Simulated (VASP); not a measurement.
**Mo: single point with PBE**

The system is Mo.

```
Mo
1.0
     0.00000    2.18899    1.70741
     2.18899    0.00000    1.70741
     2.18899    2.18899    0.00000
Mo
1
Cartesian
  0.0000 0.0000 0.0000
```

This cell differs from its parent crystal: ratio of the length along z to the lengths across it x 0.78, volume and fractional coordinates fixed.

```yaml
Program: VASP 6.6.1
Task: single point
Functional: PBE
Potentials_or_basis: VASP PAW PBE potentials, release 64 (Mo_sv)
Cutoff: 520 eV
k_mesh: 22 × 22 × 22
Occupations: gaussian, width 0.15 eV
Spin: no spin polarisation
```

```
Pressure               : -7.0 GPa
Band gap on the k mesh : zero (band 7 reaches 15.41 eV, above the bottom of band 8 at 10.98 eV)
```

Stress tensor (GPa, compression positive):
```
  0.74   0.00   0.00
  0.00   0.74   0.00
  0.00   0.00 -22.54
```

Levels at points of the mesh, in eV from the Fermi level:
| k point | band 3 | band 4 | band 5 | band 6 | band 7 | band 8 | band 9 | band 10 | band 11 | band 12 |
| --- | --- | --- | --- | --- | --- | --- | --- | --- | --- | --- |
| (0.00, 0.00, 0.00) | -34.61 | -34.61 | -7.06 | -1.50 | -1.50 | -0.52 | 0.88 | 2.10 | 13.73 | 15.47 |
| (0.50, 0.00, 0.00) | -34.96 | -34.62 | -4.99 | -2.75 | 0.77 | 1.28 | 2.41 | 4.29 | 10.70 | 12.05 |
| (0.50, 0.50, 0.00) | -35.36 | -35.36 | -5.18 | -4.95 | 3.55 | 3.87 | 3.87 | 7.10 | 9.60 | 9.60 |
| (0.50, 0.00, 0.50) | -35.07 | -34.70 | -5.11 | -3.83 | 2.00 | 2.43 | 2.65 | 4.56 | 11.63 | 11.68 |

Run time: 2 min on 1 thread of AMD EPYC 9R45 96-Core Processor (Zen 5), with other jobs on the host, peak memory 0.25 GiB.
